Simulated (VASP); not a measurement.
# Li3Cu (I4/mmm) in VASP: single point with LDA

Aim: the single point of Li3Cu with LDA.

Everything below comes from runs of VASP 6.6.1. Logs are shortened: lines on timing, memory, paths and dates and some standing lists are left out, and cuts for length are marked.

## 1. The cell of the first run

It takes space group I4/mmm (No. 139, tetragonal). Conventional cell: a = 4.047 Å, b = 4.047 Å, c = 7.184 Å, α = 90.00°, β = 90.00°, γ = 90.00°. Li (site symmetry -4m2) has 10 Li at 2.71 to 3.59 Å and 4 Cu at 2.71 Å within 3.6 Å. Li (site symmetry 4/mmm) has 8 Li at 2.71 Å and 6 Cu at 2.86 to 3.59 Å within 3.6 Å. Within 3.6 Å of Cu (site symmetry 4/mmm) lie 14 Li at 2.71 to 3.59 Å.

## 2. Single point, LDA

INCAR

```
PREC = Accurate
ENCUT = 520
EDIFF = 1E-6
ISMEAR = 1
SIGMA = 0.15
LREAL = F
LASPH = T
NELM = 60
ALGO = Normal
ISIF = 2
LWAVE = F
LCHARG = F
GGA = CA
NBANDS = 18
```

KPOINTS

```
regular mesh
0
Gamma
  8 8 8
```

POSCAR

```
Li3Cu
1.0
   -2.0233780000      2.0233780000      3.5922030000
    2.0233780000     -2.0233780000      3.5922030000
    2.0233780000      2.0233780000     -3.5922030000
Li Cu
3 1
Direct
    0.7500000000      0.2500000000      0.5000000000
    0.2500000000      0.7500000000      0.5000000000
    0.5000000000      0.5000000000      0.0000000000
    0.0000000000      0.0000000000      0.0000000000
```

Potentials or basis: VASP PAW LDA potentials, release 64 (Li_sv, Cu).

Started as:

```
$ cat potpaw_LDA.64/Li_sv/POTCAR potpaw_LDA.64/Cu/POTCAR > POTCAR
$ mpirun -np 1 vasp_std > vasp.out
```

OUTCAR:

```text
PREC = Accurate
   ENCUT = 520
   EDIFF = 1E-6
   ISMEAR = 1
   LREAL = F
   LASPH = T
   NELM = 60
   ISIF = 2
   GGA = CA

 ion  position               nearest neighbor table
   1  0.750  0.250  0.500-
   2  0.250  0.750  0.500-
   3  0.500  0.500  0.000-
   4  0.000  0.000  0.000-

  LATTYP: Found a body centered tetragonal cell.
 ALAT       =     4.0467560000
 C/A-ratio  =     1.7753494404

  Lattice vectors:

 A1 = (  -2.0233780000,   2.0233780000,   3.5922030000)
 A2 = (   2.0233780000,  -2.0233780000,   3.5922030000)
 A3 = (   2.0233780000,   2.0233780000,  -3.5922030000)

Analysis of symmetry for initial positions (statically):
=====================================================================
 Subroutine PRICEL returns:
 Original cell was already a primitive cell.

 Routine SETGRP: Setting up the symmetry group for a
 body centered tetragonal supercell.

 Subroutine GETGRP returns: Found 16 space group operations
 (whereof 16 operations were pure point group operations)
 out of a pool of 16 trial point group operations.

The static configuration has the point symmetry D_4h.

Analysis of symmetry for dynamics (positions and initial velocities):
=====================================================================
 Subroutine PRICEL returns:
 Original cell was already a primitive cell.

 Routine SETGRP: Setting up the symmetry group for a
 body centered tetragonal supercell.

 Subroutine GETGRP returns: Found 16 space group operations
 (whereof 16 operations were pure point group operations)
 out of a pool of 16 trial point group operations.

The dynamic configuration has the point symmetry D_4h.

 Subroutine INISYM returns: Found 16 space group operations
 (whereof 16 operations are pure point group operations),
 and found     1 'primitive' translations

----------------------------------------------------------------------------------------

[... 83 lines left out ...]
   ions per type =               3   1
   NGX,Y,Z   is equivalent  to a cutoff of  13.03, 13.03, 13.03 a.u.
   NGXF,Y,Z  is equivalent  to a cutoff of  26.06, 26.06, 26.06 a.u.
 SYSTEM =  unknown system
   PREC   = accura    normal or accurate (medium, high low for compatibility)
   ISTART =      0    job   : 0-new  1-cont  2-samecut
   ICHARG =      2    charge: 1-file 2-atom 10-const
   ISPIN  =      1    spin polarized calculation?
   LNONCOLLINEAR =      F non collinear calculations
   LSORBIT =      F    spin-orbit coupling
   LASPH  =      T    aspherical Exc in radial PAW
   ENCUT  =  520.0 eV  38.22 Ry    6.18 a.u.   8.54  8.54  8.54*2*pi/ulx,y,z
   NELM   =     60;   NELMIN=  2; NELMDL= -5     # of ELM steps
   EDIFF  = 0.1E-05   stopping-criterion for ELM
   LREAL  =      F    real-space projection
   EDIFFG = 0.1E-04   stopping-criterion for IOM
   NSW    =      0    number of steps for IOM
   IBRION =     -1    ionic relax: 0-MD 1-quasi-New 2-CG
   NFREE  =      0    steps in history (QN), initial steepest desc. (CG)
   ISIF   =      2    stress and relaxation
   ISYM   =      2    0-nonsym 1-usesym 2-fastsym
   POTIM  = 0.5000    time-step for ionic-motion
   TEBEG  =    0.0;   TEEND  =   0.0 temperature during run
   PSTRESS=    0.0 pullay stress
   NELECT =      20.0000    total number of electrons
   NUPDOWN=      -1.0000    fix difference up-down
   EMIN   =  10.00;   EMAX   =-10.00  energy-range for DOS
   EFERMI =   0.00;   METHOD = LEGACY
   ISMEAR =     1;   SIGMA  =   0.15  broadening in eV -4-tet -1-fermi 0-gaus
   EFERMI_NEDOS =   21; number of points for ismear=-14 and -15
   IALGO  =     38    algorithm
   IMIX   =      4    mixing-type and parameters
     AMIX     =   0.40;   BMIX     =  1.00
     AMIX_MAG =   1.60;   BMIX_MAG =  1.00
  volume/ion in A,a.u.               =      14.71        99.25
  Fermi-wavevector in a.u.,A,eV,Ry     =   1.142597  2.159196 17.762795  1.305529
  Thomas-Fermi vector in A             =   2.279295
   LORBIT       =      0    0 simple, 1 ext, 2 COOP (PROOUT), +10 PAW based schemes
   GGA     = CA    functional components
   LHFCALC =     F    Hartree Fock is set to
   AEXX    =    0.0000 exact exchange contribution
   IVDW    =     0    specifies the selected vdW correction
   LEPSILON=     F    determine dielectric tensor
   LRPA    =     F    only Hartree local field effects (RPA)
 non-spin polarized calculation
 Methfessel and Paxton  Order N= 1 SIGMA  =   0.15
  energy-cutoff  :      520.00
  volume of cell :       58.83
 maximum number of plane-waves:      1621
 NGX is ok and might be reduce to    36
   NGX = 17   NGY = 17   NGZ = 17

 number of electron      20.0000010 magnetization

 Free energy of the ion-electron system (eV)
  ---------------------------------------------------
  ext. energy  EPLUGINS =         0.00000000
  ---------------------------------------------------
  free energy    TOTEN  =       -10.67812023 eV

  energy without entropy =      -10.67786291  energy(sigma->0) =      -10.67803446

 E-fermi :   2.4310     XC(G=0):  -8.9708

 val. band max:        2.3739010090   @ k =  -0.2500   0.5000   0.2500
 cond. band min:       2.4361509238   @ k =   0.5000   0.3750  -0.0000
 fundamental gap:      0.0622499147
 Fermi energy:         2.4310046628

 k-point     1 :       0.0000    0.0000    0.0000
  band No.  band energies     occupation
      1     -42.8002      2.00000
      2     -42.4950      2.00000
      3     -42.4684      2.00000
      4      -2.7083      2.00000
      5      -0.3400      2.00000
      6      -0.2577      2.00000
[... 481 lines left out ...]
      5      -0.3395      2.00000
      6      -0.2514      2.00000
[... 10 lines left out ...]
     17      13.1072      0.00000
     18      13.1673      0.00000

 [... further k-points ...]
[... 5 lines left out ...]
  --------------------------------------------------------------------------------------
  -------------------------------------------------------------------------------------
  Total       -0.7222211     -0.7222211     -0.7694227      0.0000000     -0.0000000      0.0000000
  in kB      -19.6700662    -19.6700662    -20.9556264      0.0000000     -0.0000000      0.0000000
  external PRESSURE =     -20.0985862 kB  Pullay stress =       0.0000000 kB

 VOLUME and BASIS-vectors are now :
 -----------------------------------------------------------------------------
  energy-cutoff  :      520.00
  volume of cell :       58.83
      direct lattice vectors                 reciprocal lattice vectors
    -2.023378000  2.023378000  3.592203000     0.000000000  0.247111514  0.139190352
     2.023378000 -2.023378000  3.592203000     0.247111514  0.000000000  0.139190352
     2.023378000  2.023378000 -3.592203000     0.247111514  0.247111514  0.000000000

 POSITION                                       TOTAL-FORCE (eV/Angst)
 -----------------------------------------------------------------------------------
      0.00000      2.02338      1.79610         0.000000      0.000000     -0.000000
      2.02338      0.00000      1.79610        -0.000000     -0.000000      0.000000
      0.00000      0.00000      3.59220        -0.000000      0.000000      0.000000
      0.00000      0.00000      0.00000        -0.000000      0.000000      0.000000
 -----------------------------------------------------------------------------------
    total drift:                                0.000000      0.000000      0.000000

  FREE ENERGIE OF THE ION-ELECTRON SYSTEM (eV)
  ---------------------------------------------------
  free  energy   TOTEN  =       -10.6781202290 eV

  energy  without entropy=      -10.6778629096  energy(sigma->0) =      -10.67803446
```

OSZICAR:

```text
N       E                     dE             d eps       ncg     rms          rms(c)
DAV:   1     0.105768914363E+03    0.10577E+03   -0.90747E+03  2128   0.131E+03
DAV:   2     0.251941573917E+01   -0.10325E+03   -0.97243E+02  2172   0.279E+02
DAV:   3    -0.118433843410E+02   -0.14363E+02   -0.14003E+02  3966   0.683E+01
DAV:   4    -0.124372557815E+02   -0.59387E+00   -0.58564E+00  2926   0.186E+01
DAV:   5    -0.124836808414E+02   -0.46425E-01   -0.46397E-01  3552   0.494E+00    0.142E+01
DAV:   6    -0.163556015589E+02   -0.38719E+01   -0.45851E+01  2298   0.162E+02    0.132E+01
DAV:   7    -0.111631697681E+02    0.51924E+01   -0.12672E+01  2788   0.477E+01    0.431E+00
DAV:   8    -0.107479880829E+02    0.41518E+00   -0.68676E-01  2646   0.151E+01    0.166E+00
DAV:   9    -0.106746202535E+02    0.73368E-01   -0.27915E-01  3206   0.911E+00    0.241E-01
DAV:  10    -0.106818004285E+02   -0.71802E-02   -0.54694E-02  3330   0.158E+00    0.450E-01
DAV:  11    -0.106838248642E+02   -0.20244E-02   -0.16661E-03  3522   0.487E-01    0.550E-01
DAV:  12    -0.106782092534E+02    0.56156E-02   -0.87045E-03  2536   0.196E+00    0.114E-01
DAV:  13    -0.106781194213E+02    0.89832E-04   -0.10964E-03  3376   0.306E-01    0.313E-02
DAV:  14    -0.106781203158E+02   -0.89447E-06   -0.10743E-04  3170   0.143E-01    0.159E-02
DAV:  15    -0.106781227817E+02   -0.24659E-05   -0.29439E-05  2976   0.951E-02    0.116E-02
DAV:  16    -0.106781202825E+02    0.24992E-05   -0.40447E-06  2412   0.434E-02    0.262E-03
DAV:  17    -0.106781202290E+02    0.53482E-07   -0.20821E-07  1296   0.362E-03
   1 F= -.10678120E+02 E0= -.10678034E+02  d E =-.257319E-03
```

Wall time 70 s (1 thread of AMD EPYC 7R13, shared host); peak memory 0.2 GiB.

Results:

```yaml
Free_energy: -10.6781 eV
Band_gap_on_the_k_mesh: zero (band 10 reaches 5.62 eV, above the bottom of band 11 at 1.64 eV)
```

Levels at points of the mesh, in eV from the Fermi level:
```csv
k point,band 6,band 7,band 8,band 9,band 10,band 11,band 12,band 13,band 14,band 15
"(0.00, 0.00, 0.00)",-2.69,-2.69,-2.61,-2.51,3.19,4.02,4.02,4.71,4.71,4.85
"(0.50, 0.00, 0.00)",-2.67,-2.54,-2.51,-2.32,-1.89,2.02,2.61,4.15,4.76,7.44
"(0.50, 0.50, 0.00)",-2.59,-2.53,-2.42,-1.77,-0.83,-0.21,-0.14,3.09,5.06,7.88
"(0.50, 0.50, 0.50)",-2.52,-2.52,-2.49,-2.38,-1.90,1.12,1.12,4.79,6.48,10.82
```

Caveat: the cutoff is under 1.25 times the usual one of these potentials, so pressure, stress and relaxed cells hold a basis-set (Pulay) error.
